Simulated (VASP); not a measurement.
ZnO:

```
Zn O
1.0
     0.00000    2.09786    2.09786
     2.09786    0.00000    2.09786
     2.09786    2.09786    0.00000
Zn O
1 1
Direct
  0.00000 0.00000 0.00000
  0.50000 0.50000 0.50000
```

This cell differs from its parent crystal: volume scaled by 0.91.

Base run:

* Program: VASP 6.6.1
* Functional: PBE
* Potentials or basis: VASP PAW PBE potentials, release 64 (Zn, O)
* Cutoff: 520 eV
* k mesh: 12 × 12 × 12
* Occupations: gaussian, width 0.02 eV
* Spin: no spin polarisation

Its results: band gap on the k mesh 1.16 eV, indirect (least direct gap 2.76 eV); pressure 20.9 GPa.

Q: The run is repeated on the same cell with these changes: dispersion from none to D3(BJ). What comes out?

A: Band gap on the k mesh 1.16 eV, indirect (least direct gap 2.76 eV); pressure 15.7 GPa.

Dispersion adds attraction, which lowers the pressure at fixed volume and, as a term added to the energy, leaves the levels alone.

A k mesh can miss the band edges.
